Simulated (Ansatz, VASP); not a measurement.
**One calculation of TePt, two programs**

File INCAR:

```
SYSTEM = TePt
PREC     = Accurate       ! precision mode
ENCUT    = 520            ! plane-wave cutoff, eV
EDIFF    = 1E-6           ! SCF threshold, eV
ISMEAR   = 0              ! smearing method
SIGMA    = 0.15           ! smearing width, eV
LREAL    = .FALSE.        ! projectors in reciprocal space
LASPH    = .TRUE.         ! aspherical terms in the spheres
NELM     = 100            ! most SCF steps
ALGO     = Normal         ! electronic algorithm
ISIF     = 2              ! what is computed and relaxed
LWAVE    = .FALSE.        ! write WAVECAR
LCHARG   = .FALSE.        ! write CHGCAR
GGA      = PS             ! functional
NBANDS   = 24             ! bands
```

KPOINTS

```
Automatic mesh
0
G
  12 12 10
  0 0 0
```

POSCAR

```
TePt
1.0
    4.4398797966      0.0000000000      0.0000000000
   -2.2199398983      3.8450486937      0.0000000000
    0.0000000000      0.0000000000      5.4460000000
Te Pt
2 2
Direct
    0.3333333333      0.6666666667      0.2500000000
    0.6666666667      0.3333333333      0.7500000000
    0.0000000000      0.0000000000      0.0000000000
    0.0000000000      0.0000000000      0.5000000000
```

Input for Ansatz:

```yaml
crystal:
  lattice:
    - [4.4398797966, 0.0, 0.0]
    - [-2.2199398983, 3.8450486937, 0.0]
    - [0.0, 0.0, 5.446]
  atoms:
    - { symbol: Te, position: [0.3333333333, 0.6666666667, 0.25] }
    - { symbol: Te, position: [0.6666666667, 0.3333333333, 0.75] }
    - { symbol: Pt, position: [0.0, 0.0, 0.0] }
    - { symbol: Pt, position: [0.0, 0.0, 0.5] }
basis:
  ecutwfc: 420
kpoints:
  mp_grid: { grid: [12, 12, 10] }
hamiltonian:
  xc: pbesol
scf:
  occupations: { method: gaussian, width: 0.15 }
output:
  forces: true
  stress: true
  eigenvalues: true
```

Change from the starting cell: strain +0.080 along x and y, +0.000 along z, atoms carried along.

Alike in both runs: task single point; functional PBEsol; k mesh 12 × 12 × 10; occupations gaussian, width 0.15 eV; no spin polarisation.

|  | VASP | Ansatz |
| --- | --- | --- |
| version | VASP 6.6.1 | Ansatz 0.2.0 |
| potentials or method | VASP PAW PBE potentials, release 64 (Te, Pt), cutoff 520 eV | scalar-relativistic, plane waves, PAW |
| valence electrons in the cell | 32 | 68 |

VASP gave:

- gap on the k mesh at the Fermi level (eV): none
- pressure (GPa): -8.7
- traceless stress, the component that is largest in VASP (GPa): 4.62

What did Ansatz give for the same quantities?

gap on the k mesh at the Fermi level (eV): none; pressure (GPa): -8.5; traceless stress, the component that is largest in VASP (GPa): 4.63.

VASP's potentials were made for PBE, not for PBEsol. A gap of «none» marks a metal or a gap that the smearing closes. The functional is the same, so the differences come from potentials, cutoffs and numerics. VASP's potentials hold 32 valence electrons a cell and Ansatz's 68, so a difference there can come from the potentials and not from the codes.

Spin-orbit coupling is off throughout.
